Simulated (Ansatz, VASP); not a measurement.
## Two plane-wave programs on C

INCAR

```
SYSTEM = C
PREC = Accurate
ENCUT = 520
EDIFF = 1E-6
ISMEAR = 0
SIGMA = 0.05
LREAL = .False.
LASPH = .True.
NELM = 120
ALGO = Normal
ISIF = 2
LWAVE = .False.
LCHARG = .False.
LDIPOL = .True.
IDIPOL = 3
DIPOL = 0.5 0.5 0.500
GGA = PS
NBANDS = 41
GGA_COMPAT = .False.
NELMDL = -8
```

Contents of KPOINTS:

```
Automatic mesh
0
Gamma
  12 12 1
  0 0 0
```

Contents of POSCAR:

```
C
1.0
    2.5129226036      0.0000000000      0.0000000000
   -1.2564613018      2.1762548125      0.0000000000
    0.0000000000      0.0000000000     27.8237044624
C
14
Direct
    0.0000000000      0.0000000000      0.2695543295
    0.6666666667      0.3333333333      0.2879899831
    0.6666666667      0.3333333333      0.3432969440
    0.3333333333      0.6666666667      0.3617325977
    0.3333333333      0.6666666667      0.4170395586
    0.0000000000      0.0000000000      0.4354752123
    0.0000000000      0.0000000000      0.4907821732
    0.6666666667      0.3333333333      0.5092178268
    0.6666666667      0.3333333333      0.5645247877
    0.3333333333      0.6666666667      0.5829604414
    0.3333333333      0.6666666667      0.6382674023
    0.0000000000      0.0000000000      0.6567030560
    0.0000000000      0.0000000000      0.7120100169
    0.6666666667      0.3333333333      0.7304456705
```

Input for Ansatz:

```yaml
crystal:
  lattice:
    - [2.5129226036, 0.0, 0.0]
    - [-1.2564613018, 2.1762548125, 0.0]
    - [0.0, 0.0, 27.8237044624]
  atoms:
    - { symbol: C, position: [0.0, 0.0, 0.2695543295] }
    - { symbol: C, position: [0.6666666667, 0.3333333333, 0.2879899831] }
    - { symbol: C, position: [0.6666666667, 0.3333333333, 0.343296944] }
    - { symbol: C, position: [0.3333333333, 0.6666666667, 0.3617325977] }
    - { symbol: C, position: [0.3333333333, 0.6666666667, 0.4170395586] }
    - { symbol: C, position: [0.0, 0.0, 0.4354752123] }
    - { symbol: C, position: [0.0, 0.0, 0.4907821732] }
    - { symbol: C, position: [0.6666666667, 0.3333333333, 0.5092178268] }
    - { symbol: C, position: [0.6666666667, 0.3333333333, 0.5645247877] }
    - { symbol: C, position: [0.3333333333, 0.6666666667, 0.5829604414] }
    - { symbol: C, position: [0.3333333333, 0.6666666667, 0.6382674023] }
    - { symbol: C, position: [0.0, 0.0, 0.656703056] }
    - { symbol: C, position: [0.0, 0.0, 0.7120100169] }
    - { symbol: C, position: [0.6666666667, 0.3333333333, 0.7304456705] }
basis:
  ecutwfc: 420
kpoints:
  mp_grid: { grid: [12, 12, 1] }
hamiltonian:
  xc: pbesol
scf:
  occupations: { method: gaussian, width: 0.05 }
output:
  forces: true
  stress: true
  eigenvalues: true
  write_density: true
  write_potential: true
  elf: true
  volumetric_format: npy
efield:
  axis: 3
  dipole_correction: true
```

Alike in both runs: task single point; functional PBEsol; k mesh 12 × 12 × 1; occupations gaussian, width 0.05 eV; no spin polarisation.

```csv
,VASP,Ansatz
version,VASP 6.6.1,Ansatz 0.2.0
potentials or method,"VASP PAW PBE potentials, release 64 (C), cutoff 520 eV","scalar-relativistic, plane waves, PAW"
valence electrons in the cell,56,56
```

|  | VASP | Ansatz | Ansatz less VASP |
| --- | --- | --- | --- |
| gap on the k mesh at the Fermi level (eV) | none | none | - |
| rms of the force components (eV/Å) | 1.394 | 1.400 | +0.0055 |

VASP's potentials were made for PBE, not for PBEsol. Atom by atom the forces differ by 0.009 eV/Å (rms over components). A gap of «none» marks a metal or a gap that the smearing closes. Ansatz's warnings: xc potential rough in thin density.
